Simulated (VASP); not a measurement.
Runs of VASP 6.6.1 on CsGe2. The structure is that of space group Pn-3m (No. 224), or close to it. The cells are those of the table. 

```csv
task,cell,k mesh,cutoff (eV),gap on the mesh (eV),pressure (GPa)
relaxation of cell and atoms,"relaxed from a = 5.676 Å, 6 atoms",4 × 4 × 4,600,none,0.0
single point,"a = 5.676 Å, 6 atoms",4 × 4 × 4,520,none,20.4
single point,"a = 7.424 Å, 6 atoms",6 × 6 × 6,520,none,0.0
single point,"a = 7.358 Å, 6 atoms",4 × 4 × 4,520,none,(a)
```

Alike in all rows: level PBE; potentials or basis VASP PAW PBE potentials, release 64 (Cs_sv, Ge_d); no spin polarisation; smearing gaussian 0.1 eV.

Question: Estimate the missing entries.

Answer: (a) 0.2.

Caveats: spin-orbit coupling is left out, which moves the levels of the heavy elements; the cell stands under pressure (at least some runs).

A k mesh can miss the band edges, and the runs leave out spin-orbit coupling on Cs, Ge.

A gap of «none» marks levels without a gap at the run's occupations.
